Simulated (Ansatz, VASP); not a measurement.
## Nb in VASP and in Ansatz

```
Nb
1.0
    -1.65562    1.65562    1.65562
     1.65562   -1.65562    1.65562
     1.65562    1.65562   -1.65562
Nb
1
Direct
  0.00000 0.00000 0.00000
```

Alike in both runs: functional PBE; k mesh 18 × 18 × 18; occupations gaussian, width 0.1 eV; no spin polarisation.

Ansatz relaxed the structure, and its values are those at the end. VASP's run is a single point on that final structure, the one shown.

```csv
,VASP,Ansatz
version,VASP 6.6.1,Ansatz 0.2.0
potentials or method,"VASP PAW PBE potentials, release 64 (Nb_sv), cutoff 520 eV","scalar-relativistic, plane waves, PAW"
valence electrons in the cell,13,13
```

Ansatz gave:

```
gap on the k mesh at the Fermi level (eV) : none
pressure (GPa)                            : 0.0
```

Q: Estimate VASP's values.

A: gap on the k mesh at the Fermi level (eV): none; pressure (GPa): -0.3.

A gap of «none» marks a metal or a gap that the smearing closes. With one functional, cell and mesh, what is left measures potentials, basis and numerics.
